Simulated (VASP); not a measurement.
# GaN (P6_3mc) in VASP: single point with LDA

Aim: the single point of GaN with LDA.

Program: VASP 6.6.1. These are calculated values, not measurements. Logs are shortened: lines on timing, memory, paths and dates and some standing lists are left out, and cuts for length are marked.

### 1 The cell of the first run

Symmetry: P6_3mc, No. 186, hexagonal system. Conventional cell: a = 2.992 Å, b = 2.992 Å, c = 5.834 Å, α = 90.00°, β = 90.00°, γ = 120.00°. Ga (site symmetry 3m) has 4 N at 1.88 to 2.19 Å within 2.5 Å. N (site symmetry 3m) has 4 Ga at 1.88 to 2.19 Å within 2.5 Å.

### 2 Single point, LDA

Input file INCAR:

```
SYSTEM = GaN
  PREC = Accurate
  ENCUT = 910
  EDIFF = 1E-6
  ISMEAR = 0
  SIGMA = 0.05
  LREAL = .False.
  LASPH = .True.
  NELM = 120
  ALGO = Normal
  ISIF = 2
  LWAVE = .False.
  LCHARG = .False.
  NBANDS = 26
  GGA_COMPAT = .False.
```

Input file KPOINTS:

```
Automatic mesh
0
Gamma
  12 12 6
  0 0 0
```

Input file POSCAR:

```
GaN
1.0
    2.9924942523      0.0000000000      0.0000000000
   -1.4962471262      2.5915760432      0.0000000000
    0.0000000000      0.0000000000      5.8336705502
Ga N
2 2
Direct
    0.3333333333      0.6666666667      0.0000000000
    0.6666666667      0.3333333333      0.5000000000
    0.3333333333      0.6666666667      0.3750000000
    0.6666666667      0.3333333333      0.8750000000
```

Potentials or basis: VASP PAW LDA potentials, release 64 (Ga_d, N_h).

On the command line:

```
$ cat potpaw_LDA.64/Ga_d/POTCAR potpaw_LDA.64/N_h/POTCAR > POTCAR
$ mpirun -np 1 vasp_std > vasp.out
```

OUTCAR:

```text
SYSTEM = GaN
   PREC = Accurate
   ENCUT = 910
   EDIFF = 1E-6
   ISMEAR = 0
   LREAL = .False.
   LASPH = .True.
   NELM = 120
   ISIF = 2

 ion  position               nearest neighbor table
   1  0.333  0.667  0.000-   4 1.88   4 1.88   4 1.88   3 2.19
   2  0.667  0.333  0.500-   3 1.88   3 1.88   3 1.88   4 2.19
   3  0.333  0.667  0.375-   2 1.88   2 1.88   2 1.88   1 2.19
   4  0.667  0.333  0.875-   1 1.88   1 1.88   1 1.88   2 2.19

  LATTYP: Found a hexagonal cell.
 ALAT       =     2.9924942523
 C/A-ratio  =     1.9494341704

  Lattice vectors:

 A1 = (   2.9924942523,   0.0000000000,   0.0000000000)
 A2 = (  -1.4962471262,   2.5915760432,   0.0000000000)
 A3 = (   0.0000000000,   0.0000000000,   5.8336705502)

Analysis of symmetry for initial positions (statically):
=====================================================================
 Subroutine PRICEL returns:
 Original cell was already a primitive cell.

 Routine SETGRP: Setting up the symmetry group for a
 hexagonal supercell.

 Subroutine GETGRP returns: Found 12 space group operations
 (whereof  6 operations were pure point group operations)
 out of a pool of 24 trial point group operations.

The static configuration has the point symmetry C_3v.
 The point group associated with its full space group is C_6v.

Analysis of symmetry for dynamics (positions and initial velocities):
=====================================================================
 Subroutine PRICEL returns:
 Original cell was already a primitive cell.

 Routine SETGRP: Setting up the symmetry group for a
 hexagonal supercell.

 Subroutine GETGRP returns: Found 12 space group operations
 (whereof  6 operations were pure point group operations)
 out of a pool of 24 trial point group operations.

The dynamic configuration has the point symmetry C_3v.
 The point group associated with its full space group is C_6v.

 Subroutine INISYM returns: Found 12 space group operations
 (whereof  6 operations are pure point group operations),
 and found     1 'primitive' translations

----------------------------------------------------------------------------------------

                                     Primitive cell

  volume of cell :      45.2417

  direct lattice vectors                    reciprocal lattice vectors
     2.992494252  0.000000000  0.000000000     0.334169397  0.192932791  0.000000000
    -1.496247126  2.591576043  0.000000000     0.000000000  0.385865583  0.000000000
     0.000000000  0.000000000  5.833670550     0.000000000  0.000000000  0.171418662

  length of vectors
     2.992494252  2.992494252  5.833670550     0.385865583  0.385865583  0.171418662

  position of ions in fractional coordinates (direct lattice)
     0.333333333  0.666666667  0.000000000
     0.666666667  0.333333333  0.500000000
     0.333333333  0.666666667  0.375000000
     0.666666667  0.333333333  0.875000000

  ion indices of the primitive-cell ions
   primitive index   ion index
                 1           1
                 2           2
                 3           3
                 4           4

----------------------------------------------------------------------------------------

 KPOINTS: Automatic mesh

Automatic generation of k-mesh.
 Grid dimensions read from file:
 generate k-points for:   12   12    6

 Generating k-lattice:

  Cartesian coordinates                     Fractional coordinates (reciprocal lattice)
     0.027847450  0.016077733  0.000000000     0.083333333 -0.000000000  0.000000000
     0.000000000  0.032155465  0.000000000     0.000000000  0.083333333  0.000000000
     0.000000000  0.000000000  0.028569777     0.000000000  0.000000000  0.166666667

  Length of vectors
     0.032155465  0.032155465  0.028569777

  Shift w.r.t. Gamma in fractional coordinates (k-lattice)
     0.000000000  0.000000000  0.000000000

 Subroutine IBZKPT returns following result:
 ===========================================

 Found     76 irreducible k-points:

 Following reciprocal coordinates:
            Coordinates               Weight
  0.000000  0.000000  0.000000      1.000000
  0.083333 -0.000000  0.000000      6.000000
  0.166667  0.000000  0.000000      6.000000
  0.250000 -0.000000  0.000000      6.000000
  0.333333  0.000000  0.000000      6.000000
  0.416667 -0.000000  0.000000      6.000000
[... 16 lines left out ...]
  0.250000 -0.000000  0.166667     12.000000
  0.333333  0.000000  0.166667     12.000000
 [... further k-points ...]
   k-points           NKPTS =     76   k-points in BZ     NKDIM =     76   number of bands    NBANDS=     26
   number of dos      NEDOS =    301   number of ions     NIONS =      4
   total plane-waves  NPLWV =  54000
   dimension x,y,z NGX =    30 NGY =   30 NGZ =   60
   dimension x,y,z NGXF=    60 NGYF=   60 NGZF=  120
   ions per type =               2   2
   NGX,Y,Z   is equivalent  to a cutoff of  16.67, 16.67, 17.10 a.u.
   NGXF,Y,Z  is equivalent  to a cutoff of  33.33, 33.33, 34.20 a.u.
 SYSTEM =  GaN
   PREC   = accura    normal or accurate (medium, high low for compatibility)
   ISTART =      0    job   : 0-new  1-cont  2-samecut
   ICHARG =      2    charge: 1-file 2-atom 10-const
   ISPIN  =      1    spin polarized calculation?
   LNONCOLLINEAR =      F non collinear calculations
   LSORBIT =      F    spin-orbit coupling
   LASPH  =      T    aspherical Exc in radial PAW
   ENCUT  =  910.0 eV  66.88 Ry    8.18 a.u.   7.36  7.36 14.35*2*pi/ulx,y,z
   NELM   =    120;   NELMIN=  2; NELMDL= -5     # of ELM steps
   EDIFF  = 0.1E-05   stopping-criterion for ELM
   LREAL  =      F    real-space projection
[... 7 lines left out ...]
   TEBEG  =    0.0;   TEEND  =   0.0 temperature during run
   PSTRESS=    0.0 pullay stress
   NELECT =      36.0000    total number of electrons
   NUPDOWN=      -1.0000    fix difference up-down
   EMIN   =  10.00;   EMAX   =-10.00  energy-range for DOS
   EFERMI =   0.00;   METHOD = LEGACY
   ISMEAR =     0;   SIGMA  =   0.05  broadening in eV -4-tet -1-fermi 0-gaus
   EFERMI_NEDOS =   21; number of points for ismear=-14 and -15
   IALGO  =     38    algorithm
   IMIX   =      4    mixing-type and parameters
     AMIX     =   0.40;   BMIX     =  1.00
     AMIX_MAG =   1.60;   BMIX_MAG =  1.00
  volume/ion in A,a.u.               =      11.31        76.33
  Fermi-wavevector in a.u.,A,eV,Ry     =   1.517036  2.866783 31.312431  2.301399
  Thomas-Fermi vector in A             =   2.626346
   LORBIT       =      0    0 simple, 1 ext, 2 COOP (PROOUT), +10 PAW based schemes
   GGA     = CA    functional components
   LHFCALC =     F    Hartree Fock is set to
   AEXX    =    0.0000 exact exchange contribution
   IVDW    =     0    specifies the selected vdW correction
   LEPSILON=     F    determine dielectric tensor
   LRPA    =     F    only Hartree local field effects (RPA)
 non-spin polarized calculation
 Gauss-broadening in eV      SIGMA  =   0.05
  energy-cutoff  :      910.00
  volume of cell :       45.24
 maximum number of plane-waves:      2850
 NGX is ok and might be reduce to    30
   NGX = 15   NGY = 15   NGZ = 29

 number of electron      36.0000000 magnetization

 Free energy of the ion-electron system (eV)
  ---------------------------------------------------
  ext. energy  EPLUGINS =         0.00000000
  ---------------------------------------------------
  free energy    TOTEN  =       -26.86890251 eV

  energy without entropy =      -26.86890251  energy(sigma->0) =      -26.86890251

 E-fermi :   6.0355     XC(G=0): -12.1816

 val. band max:        5.8244025192   @ k =   0.0000   0.0000   0.0000
 cond. band min:       6.4350809426   @ k =   0.0000   0.0000   0.0000
 fundamental gap:      0.6106784233
 Fermi energy:         6.0354978168

 k-point     1 :       0.0000    0.0000    0.0000
  band No.  band energies     occupation
      1     -10.6149      2.00000
      2      -9.9101      2.00000
      3      -8.1754      2.00000
      4      -8.1754      2.00000
      5      -8.1442      2.00000
      6      -8.1442      2.00000
[... 18 lines left out ...]
     25      18.2363      0.00000
     26      18.2363      0.00000

 k-point     2 :       0.0833   -0.0000    0.0000
  band No.  band energies     occupation
      1     -10.5320      2.00000
      2      -9.8718      2.00000
      3      -8.1712      2.00000
      4      -8.1590      2.00000
      5      -8.1351      2.00000
      6      -8.1256      2.00000
[... 18 lines left out ...]
     25      17.5712      0.00000
     26      18.3561      0.00000

 k-point     3 :       0.1667    0.0000    0.0000
  band No.  band energies     occupation
      1     -10.3110      2.00000
      2      -9.7792      2.00000
      3      -8.1426      2.00000
      4      -8.1176      2.00000
      5      -8.0953      2.00000
      6      -8.0757      2.00000
[... 18 lines left out ...]
     25      17.3592      0.00000
     26      18.2661      0.00000

 k-point     4 :       0.2500   -0.0000    0.0000
  band No.  band energies     occupation
      1     -10.0379      2.00000
      2      -9.6829      2.00000
      3      -8.1054      2.00000
      4      -8.0725      2.00000
      5      -8.0145      2.00000
      6      -8.0121      2.00000
[... 18 lines left out ...]
     25      17.2288      0.00000
     26      17.6068      0.00000

 k-point     5 :       0.3333    0.0000    0.0000
  band No.  band energies     occupation
      1      -9.8254      2.00000
      2      -9.6186      2.00000
      3      -8.0958      2.00000
      4      -8.0458      2.00000
      5      -7.9826      2.00000
      6      -7.9599      2.00000
[... 18 lines left out ...]
     25      17.0333      0.00000
     26      18.3199      0.00000

 k-point     6 :       0.4167   -0.0000    0.0000
  band No.  band energies     occupation
      1      -9.7196      2.00000
      2      -9.5869      2.00000
      3      -8.1070      2.00000
      4      -8.0374      2.00000
      5      -7.9996      2.00000
      6      -7.9334      2.00000
[... 427 lines left out ...]
 k-point    21 :       0.0833   -0.0000    0.1667
  band No.  band energies     occupation
      1     -10.4820      2.00000
      2      -9.9068      2.00000
      3      -8.1684      2.00000
      4      -8.1571      2.00000
      5      -8.1376      2.00000
      6      -8.1281      2.00000
[... 18 lines left out ...]
     25      17.4744      0.00000
     26      18.2268      0.00000

 k-point    22 :       0.1667    0.0000    0.1667
  band No.  band energies     occupation
      1     -10.2684      2.00000
      2      -9.8057      2.00000
      3      -8.1393      2.00000
      4      -8.1150      2.00000
      5      -8.0998      2.00000
      6      -8.0787      2.00000
[... 18 lines left out ...]
     25      17.4248      0.00000
     26      18.5078      0.00000

 k-point    23 :       0.2500   -0.0000    0.1667
  band No.  band energies     occupation
      1     -10.0074      2.00000
      2      -9.6995      2.00000
      3      -8.1022      2.00000
      4      -8.0685      2.00000
      5      -8.0299      2.00000
      6      -8.0161      2.00000
[... 18 lines left out ...]
     25      17.3474      0.00000
     26      18.1811      0.00000

 k-point    24 :       0.3333    0.0000    0.1667
  band No.  band energies     occupation
      1      -9.8070      2.00000
      2      -9.6280      2.00000
      3      -8.0943      2.00000
      4      -8.0399      2.00000
      5      -8.0052      2.00000
      6      -7.9655      2.00000
[... 18 lines left out ...]
     25      17.0460      0.00000
     26      18.6518      0.00000

 [... further k-points ...]

------------------------ aborting loop because EDIFF is reached ----------------------------------------

  FORCE on cell =-STRESS in cart. coord.  units (eV):
  Direction    XX          YY          ZZ          XY          YZ          ZX
  --------------------------------------------------------------------------------------
  -------------------------------------------------------------------------------------
  Total        6.7696297      6.7696297     -9.9413412     -0.0000000     -0.0000000      0.0000000
  in kB      239.7376907    239.7376907   -352.0597532     -0.0000000     -0.0000000      0.0000000
  external PRESSURE =      42.4718761 kB  Pullay stress =       0.0000000 kB

 VOLUME and BASIS-vectors are now :
 -----------------------------------------------------------------------------
  energy-cutoff  :      910.00
  volume of cell :       45.24
      direct lattice vectors                 reciprocal lattice vectors
     2.992494252  0.000000000  0.000000000     0.334169397  0.192932791  0.000000000
    -1.496247126  2.591576043  0.000000000     0.000000000  0.385865583  0.000000000
     0.000000000  0.000000000  5.833670550     0.000000000  0.000000000  0.171418662

 POSITION                                       TOTAL-FORCE (eV/Angst)
 -----------------------------------------------------------------------------------
     -0.00000      1.72772      0.00000         0.000000      0.000000      0.569947
      1.49625      0.86386      2.91684        -0.000000      0.000000      0.569947
     -0.00000      1.72772      2.18763        -0.000000      0.000000     -0.569947
      1.49625      0.86386      5.10446         0.000000     -0.000000     -0.569947
 -----------------------------------------------------------------------------------
    total drift:                               -0.000000     -0.000000     -0.000005

  FREE ENERGIE OF THE ION-ELECTRON SYSTEM (eV)
  ---------------------------------------------------
  free  energy   TOTEN  =       -26.8689025140 eV

  energy  without entropy=      -26.8689025140  energy(sigma->0) =      -26.86890251
```

Wall time 80 s (1 thread of Intel Xeon 6975P-C (Granite Rapids), shared host); peak memory 0.3 GiB.

What came out:

- Free energy: -26.8689 eV
- Pressure: 4.2 GPa
- Largest force: 0.570 eV/Å
- Band gap on the k mesh: 0.61 eV

Forces in eV/Å, atoms in the order of the input:
```
Ga   0.000  0.000  0.570
Ga   0.000  0.000  0.570
N    0.000  0.000 -0.570
N    0.000  0.000 -0.570
```

Caveat: the cutoff is under 1.25 times the usual one of these potentials, so pressure, stress and relaxed cells hold a basis-set (Pulay) error; the cell stands under pressure.
